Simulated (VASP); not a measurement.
# Mg in VASP: single point with PBE

Aim: the single point of Mg with PBE.

Program: VASP 6.6.1. These are calculated values, not measurements. Logs are shortened: lines on timing, memory, paths and dates and some standing lists are left out, and cuts for length are marked.

## 1. The cell of the first run

The cell holds a slab with vacuum, 17 atoms: a = 6.420 Å, b = 6.420 Å, c = 23.215 Å, α = 90.00°, β = 90.00°, γ = 120.00°.

## 2. Single point, PBE

File INCAR:

```
PREC = Accurate
ENCUT = 520
EDIFF = 1E-6
ISMEAR = 0
SIGMA = 0.1
LREAL = Auto
LASPH = T
NELM = 100
ALGO = Fast
ISIF = 2
LWAVE = F
LCHARG = F
LDIPOL = T
IDIPOL = 3
DIPOL = 0.5 0.5 0.355
GGA = PE
NBANDS = 31
```

File KPOINTS:

```
regular mesh
0
Gamma
  6 6 1
```

File POSCAR:

```
Mg
1.0
    6.4201385733      0.0000000000      0.0000000000
   -3.2100692866      5.5600031003      0.0000000000
    0.0000000000      0.0000000000     23.2147784448
Mg
17
Direct
    0.3333333333      0.1666666667      0.1723040351
    0.3333333333      0.6666666667      0.1723040351
    0.8333333333      0.1666666667      0.1723040351
    0.8333333333      0.6666666667      0.1723040351
    0.1666666667      0.3333333333      0.2829644269
    0.1666666667      0.8333333333      0.2829644269
    0.6666666667      0.3333333333      0.2829644269
    0.6666666667      0.8333333333      0.2829644269
    0.3333333333      0.1666666667      0.3920793236
    0.3333333333      0.6666666667      0.3920793236
    0.8333333333      0.1666666667      0.3920793236
    0.8333333333      0.6666666667      0.3920793236
    0.1666666667      0.3333333333      0.5046258991
    0.1666666667      0.8333333333      0.5046258991
    0.6666666667      0.3333333333      0.5046258991
    0.6666666667      0.8333333333      0.5046258991
    0.1666666667      0.5000000000      0.6206582928
```

Potentials or basis: VASP PAW PBE potentials, release 64 (Mg).

Started as:

```
cat potpaw_PBE.64/Mg/POTCAR > POTCAR
mpirun -np 1 vasp_std > vasp.out
```

OUTCAR:

```text
PREC = Accurate
   ENCUT = 520
   EDIFF = 1E-6
   ISMEAR = 0
   LREAL = Auto
   LASPH = T
   NELM = 100
   ISIF = 2
   GGA = PE

 ion  position               nearest neighbor table
   1  0.333  0.167  0.172-   5 3.17   6 3.17   7 3.17   2 3.21   2 3.21   3 3.21   3 3.21   4 3.21
                             4 3.21
   2  0.333  0.667  0.172-   6 3.17   5 3.17   8 3.17   1 3.21   1 3.21   4 3.21   4 3.21   3 3.21
                             3 3.21
   3  0.833  0.167  0.172-   7 3.17   8 3.17   5 3.17   4 3.21   4 3.21   1 3.21   1 3.21   2 3.21
                             2 3.21
   4  0.833  0.667  0.172-   8 3.17   7 3.17   6 3.17   3 3.21   3 3.21   2 3.21   2 3.21   1 3.21
                             1 3.21
   5  0.167  0.333  0.283-   9 3.14  10 3.14  11 3.14   1 3.17   2 3.17   3 3.17   6 3.21   6 3.21
                             7 3.21   7 3.21   8 3.21   8 3.21
   6  0.167  0.833  0.283-  10 3.14   9 3.14  12 3.14   2 3.17   1 3.17   4 3.17   5 3.21   5 3.21
                             8 3.21   8 3.21   7 3.21   7 3.21
   7  0.667  0.333  0.283-  11 3.14  12 3.14   9 3.14   3 3.17   4 3.17   1 3.17   8 3.21   8 3.21
                             5 3.21   5 3.21   6 3.21   6 3.21
   8  0.667  0.833  0.283-  12 3.14  11 3.14  10 3.14   4 3.17   3 3.17   2 3.17   7 3.21   7 3.21
                             6 3.21   6 3.21   5 3.21   5 3.21
   9  0.333  0.167  0.392-   5 3.14   6 3.14   7 3.14  13 3.20  14 3.20  15 3.20  10 3.21  10 3.21
                            11 3.21  11 3.21  12 3.21  12 3.21
  10  0.333  0.667  0.392-   6 3.14   5 3.14   8 3.14  14 3.20  13 3.20  16 3.20   9 3.21   9 3.21
                            12 3.21  12 3.21  11 3.21  11 3.21
  11  0.833  0.167  0.392-   7 3.14   8 3.14   5 3.14  15 3.20  16 3.20  13 3.20  12 3.21  12 3.21
                             9 3.21   9 3.21  10 3.21  10 3.21
  12  0.833  0.667  0.392-   8 3.14   7 3.14   6 3.14  16 3.20  15 3.20  14 3.20  11 3.21  11 3.21
                            10 3.21  10 3.21   9 3.21   9 3.21
  13  0.167  0.333  0.505-  17 2.90   9 3.20  10 3.20  11 3.20  14 3.21  14 3.21  15 3.21  15 3.21
                            16 3.21  16 3.21
  14  0.167  0.833  0.505-  10 3.20   9 3.20  12 3.20  13 3.21  13 3.21  16 3.21  16 3.21  15 3.21
                            15 3.21  17 3.44
  15  0.667  0.333  0.505-  11 3.20  12 3.20   9 3.20  16 3.21  16 3.21  13 3.21  13 3.21  14 3.21
                            14 3.21
  16  0.667  0.833  0.505-  12 3.20  11 3.20  10 3.20  15 3.21  15 3.21  14 3.21  14 3.21  13 3.21
                            13 3.21
  17  0.167  0.500  0.621-  13 2.90  14 3.44

  LATTYP: Found a hexagonal cell.
 ALAT       =     6.4201385733
 C/A-ratio  =     3.6159310550

  Lattice vectors:

 A1 = (   6.4201385733,   0.0000000000,   0.0000000000)
 A2 = (  -3.2100692866,   5.5600031003,   0.0000000000)
 A3 = (   0.0000000000,   0.0000000000,  23.2147784448)

Analysis of symmetry for initial positions (statically):
=====================================================================
 Subroutine PRICEL returns:
 Original cell was already a primitive cell.

 Routine SETGRP: Setting up the symmetry group for a
 hexagonal supercell.

 Subroutine GETGRP returns: Found  1 space group operations
 (whereof  1 operations were pure point group operations)
 out of a pool of 24 trial point group operations.

The static configuration has the point symmetry C_1 .

Analysis of symmetry for dynamics (positions and initial velocities):
=====================================================================
 Subroutine PRICEL returns:
 Original cell was already a primitive cell.

 Routine SETGRP: Setting up the symmetry group for a
 hexagonal supercell.

 Subroutine GETGRP returns: Found  1 space group operations
 (whereof  1 operations were pure point group operations)
 out of a pool of 24 trial point group operations.

The dynamic configuration has the point symmetry C_1 .

 Subroutine INISYM returns: Found  1 space group operations
 (whereof  1 operations are pure point group operations),
 and found     1 'primitive' translations

----------------------------------------------------------------------------------------

                                     Primitive cell

  volume of cell :     828.6745

  direct lattice vectors                    reciprocal lattice vectors
     6.420138573  0.000000000  0.000000000     0.155759878  0.089928007  0.000000000
    -3.210069287  5.560003100  0.000000000     0.000000000  0.179856015  0.000000000
     0.000000000  0.000000000 23.214778445     0.000000000  0.000000000  0.043076009

  length of vectors
[... 56 lines left out ...]
  Length of vectors
     0.029976002  0.029976002  0.043076009

  Shift w.r.t. Gamma in fractional coordinates (k-lattice)
     0.000000000  0.000000000  0.000000000

 Subroutine IBZKPT returns following result:
 ===========================================

 Found     20 irreducible k-points:

 Following reciprocal coordinates:
            Coordinates               Weight
  0.000000  0.000000  0.000000      1.000000
  0.166667 -0.000000  0.000000      2.000000
  0.000000  0.166667  0.000000      2.000000
 -0.166667  0.166667  0.000000      2.000000
  0.333333  0.000000  0.000000      2.000000
  0.000000  0.333333  0.000000      2.000000
[... 12 lines left out ...]
  0.500000 -0.166667  0.000000      2.000000
  0.333333  0.333333  0.000000      2.000000
   k-points           NKPTS =     20   k-points in BZ     NKDIM =     20   number of bands    NBANDS=     31
   number of dos      NEDOS =    301   number of ions     NIONS =     17
   total plane-waves  NPLWV = 414720
   dimension x,y,z NGX =    48 NGY =   48 NGZ =  180
   dimension x,y,z NGXF=    96 NGYF=   96 NGZF=  360
   ions per type =              17
   NGX,Y,Z   is equivalent  to a cutoff of  12.43, 12.43, 12.89 a.u.
   NGXF,Y,Z  is equivalent  to a cutoff of  24.86, 24.86, 25.78 a.u.
 SYSTEM =  unknown system
   PREC   = accura    normal or accurate (medium, high low for compatibility)
   ISTART =      0    job   : 0-new  1-cont  2-samecut
   ICHARG =      2    charge: 1-file 2-atom 10-const
   ISPIN  =      1    spin polarized calculation?
   LNONCOLLINEAR =      F non collinear calculations
   LSORBIT =      F    spin-orbit coupling
   LASPH  =      T    aspherical Exc in radial PAW
   ENCUT  =  520.0 eV  38.22 Ry    6.18 a.u.  11.94 11.94 43.16*2*pi/ulx,y,z
   NELM   =    100;   NELMIN=  2; NELMDL= -5     # of ELM steps
   EDIFF  = 0.1E-05   stopping-criterion for ELM
   LREAL  =      T    real-space projection
   EDIFFG = 0.1E-04   stopping-criterion for IOM
   NSW    =      0    number of steps for IOM
   IBRION =     -1    ionic relax: 0-MD 1-quasi-New 2-CG
   NFREE  =      0    steps in history (QN), initial steepest desc. (CG)
   ISIF   =      2    stress and relaxation
   ISYM   =      2    0-nonsym 1-usesym 2-fastsym
   POTIM  = 0.5000    time-step for ionic-motion
   TEBEG  =    0.0;   TEEND  =   0.0 temperature during run
   PSTRESS=    0.0 pullay stress
   NELECT =      34.0000    total number of electrons
   NUPDOWN=      -1.0000    fix difference up-down
   EMIN   =  10.00;   EMAX   =-10.00  energy-range for DOS
   EFERMI =   0.00;   METHOD = LEGACY
   ISMEAR =     0;   SIGMA  =   0.10  broadening in eV -4-tet -1-fermi 0-gaus
   EFERMI_NEDOS =   21; number of points for ismear=-14 and -15
   IALGO  =     68    algorithm
   IMIX   =      4    mixing-type and parameters
     AMIX     =   0.40;   BMIX     =  1.00
     AMIX_MAG =   1.60;   BMIX_MAG =  1.00
  volume/ion in A,a.u.               =      48.75       328.95
  Fermi-wavevector in a.u.,A,eV,Ry     =   0.564642  1.067019  4.337817  0.318821
  Thomas-Fermi vector in A             =   1.602288
   LORBIT       =      0    0 simple, 1 ext, 2 COOP (PROOUT), +10 PAW based schemes
   GGA     = PE    functional components
   LHFCALC =     F    Hartree Fock is set to
   AEXX    =    0.0000 exact exchange contribution
   IVDW    =     0    specifies the selected vdW correction
   LEPSILON=     F    determine dielectric tensor
   LRPA    =     F    only Hartree local field effects (RPA)
 non-spin polarized calculation
 RMM-DIIS sequential band-by-band and
 Gauss-broadening in eV      SIGMA  =   0.10
  energy-cutoff  :      520.00
  volume of cell :      828.67
 maximum number of plane-waves:     22340
   NGX = 23   NGY = 23   NGZ = 87

 dipolmoment           0.000000      0.000000      0.247807 electrons x Angstroem

 number of electron      34.0000000 magnetization

 dipolmoment           0.000000      0.000000     -0.071553 electrons x Angstroem

 Free energy of the ion-electron system (eV)
  ---------------------------------------------------
  ext. energy  EPLUGINS =         0.00000000
  ---------------------------------------------------
  free energy    TOTEN  =       -22.05389217 eV

  energy without entropy =      -21.97180975  energy(sigma->0) =      -22.01285096

 E-fermi :  -0.5740     XC(G=0):  -4.9147

 val. band max:       -0.5874135371   @ k =  -0.1667   0.1667   0.0000
 cond. band min:      -0.5634238662   @ k =  -0.3333   0.3333   0.0000
 fundamental gap:      0.0239896708
 Fermi energy:        -0.5740163784

 k-point     1 :       0.0000    0.0000    0.0000
  band No.  band energies     occupation
      1      -7.2092      2.00000
      2      -6.4158      2.00000
      3      -5.2129      2.00000
      4      -3.6635      2.00000
      5      -2.5216      2.00000
      6      -2.4761      2.00000
[... 629 lines left out ...]
     28       1.9211      0.00000
     29       2.4868      0.00000
 [bands above 29 left out]

------------------------ aborting loop because EDIFF is reached ----------------------------------------

 vacuum level on the upper side and lower side of the slab       (xc-potential included)        -0.599        -0.113

  FORCE on cell =-STRESS in cart. coord.  units (eV):
  Direction    XX          YY          ZZ          XY          YZ          ZX
  --------------------------------------------------------------------------------------
  -------------------------------------------------------------------------------------
  Total       -4.1947364     -4.0410971      1.4281378     -0.2704221      0.3127263     -0.2410519
  in kB       -8.1101946     -7.8131450      2.7611926     -0.5228401      0.6046318     -0.4660550
  external PRESSURE =      -4.3873823 kB  Pullay stress =       0.0000000 kB

 VOLUME and BASIS-vectors are now :
 -----------------------------------------------------------------------------
  energy-cutoff  :      520.00
  volume of cell :      828.67
      direct lattice vectors                 reciprocal lattice vectors
     6.420138573  0.000000000  0.000000000     0.155759878  0.089928007  0.000000000
    -3.210069287  5.560003100  0.000000000     0.000000000  0.179856015  0.000000000
     0.000000000  0.000000000 23.214778445     0.000000000  0.000000000  0.043076009

 POSITION                                       TOTAL-FORCE (eV/Angst)
 -----------------------------------------------------------------------------------
      1.60503      0.92667      4.00000        -0.004260      0.010087     -0.068724
     -0.00000      3.70667      4.00000        -0.010751     -0.022181     -0.062181
      4.81510      0.92667      4.00000         0.008056      0.022410     -0.068438
      3.21007      3.70667      4.00000         0.010547     -0.010410     -0.060478
      0.00000      1.85333      6.56896         0.000337      0.000016      0.004431
     -1.60503      4.63334      6.56896        -0.005155     -0.002061     -0.012383
[... 9 lines left out ...]
      1.60503      4.63334     11.71478        -0.016120     -0.002322      0.100035
     -0.53501      2.78000     14.40844        -0.080891      0.126840      0.001860
 -----------------------------------------------------------------------------------
    total drift:                               -0.000019      0.000069      0.009884

  FREE ENERGIE OF THE ION-ELECTRON SYSTEM (eV)
  ---------------------------------------------------
  free  energy   TOTEN  =       -22.0538921677 eV

  energy  without entropy=      -21.9718097506  energy(sigma->0) =      -22.01285096

 vacuum level on the upper side and lower side of the slab         2.387         2.882
```

Wall time 34 min (1 thread of Oxide Virtual Turin-like, shared host); peak memory 0.92 GiB.

What came out:

```
Free energy            : -22.0539 eV
Largest force          : 0.362 eV/Å
Band gap on the k mesh : zero (bands 17 and 18 overlap by 0.78 eV)
```

Forces in eV/Å, atoms in the order of the input:
```
Mg  -0.004  0.010 -0.069
Mg  -0.011 -0.022 -0.062
Mg   0.008  0.022 -0.068
Mg   0.011 -0.010 -0.060
Mg   0.000  0.000  0.004
Mg  -0.005 -0.002 -0.012
Mg  -0.001  0.007 -0.024
Mg   0.002 -0.003 -0.042
Mg   0.017 -0.006  0.061
Mg   0.001  0.013  0.121
Mg  -0.010 -0.007  0.094
Mg  -0.002  0.007  0.080
Mg   0.099 -0.165 -0.306
Mg  -0.010  0.031  0.075
Mg   0.002  0.001  0.107
Mg  -0.016 -0.002  0.100
Mg  -0.081  0.127  0.002
```

Levels at points of the mesh, in eV from the Fermi level:
| k point | band 12 | band 13 | band 14 | band 15 | band 16 | band 17 | band 18 | band 19 | band 20 | band 21 |
| --- | --- | --- | --- | --- | --- | --- | --- | --- | --- | --- |
| (0.00, 0.00, 0.00) | -1.19 | -1.17 | -1.15 | -1.12 | -1.11 | -1.10 | -0.37 | 0.06 | 0.08 | 0.17 |
| (0.50, 0.00, 0.00) | -1.62 | -1.12 | -1.08 | -0.77 | -0.05 | 0.41 | 0.45 | 0.54 | 1.49 | 1.51 |
| (0.00, 0.50, 0.00) | -1.62 | -1.12 | -1.08 | -0.77 | -0.06 | 0.41 | 0.45 | 0.55 | 1.48 | 1.50 |
| (0.50, 0.50, 0.00) | -1.62 | -1.12 | -1.09 | -0.77 | -0.06 | 0.41 | 0.45 | 0.55 | 1.50 | 1.50 |

The gap in the log of VASP goes by the Fermi energy; the results here count the filled bands.